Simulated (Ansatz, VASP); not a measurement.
BeS: VASP beside Ansatz

```
Be S
1.0
     0.00000    2.35365    2.35365
     2.35365    0.00000    2.35365
     2.35365    2.35365    0.00000
Be S
1 1
Direct
  0.00000 0.00000 0.00000
  0.50000 0.50000 0.50000
```

Change from the starting cell: species swapped into the LuSe type (Fm-3m, No. 225).

Alike in both runs: task relaxation of cell and atoms; functional PBE; k mesh 5 × 5 × 5; occupations gaussian, width 0.15 eV; no spin polarisation.

|  | VASP | Ansatz |
| --- | --- | --- |
| version | VASP 6.6.1 | Ansatz 0.2.0 |
| potentials or method | VASP PAW PBE potentials, release 64 (Be, S), cutoff 600 eV | scalar-relativistic, plane waves, PAW |
| valence electrons in the cell | 8 | 8 |

```tsv
	VASP	Ansatz	Ansatz less VASP
gap on the k mesh at the Fermi level, each at its own relaxed structure (eV)	1.44	1.43	-0.017
relaxed volume (Å³/atom)	12.37	12.56	+0.191
relaxed cell length with the largest relative difference (Å)	3.270	3.287	+0.0168
```

The k mesh is coarse, so the values compare programs but aren't converged.
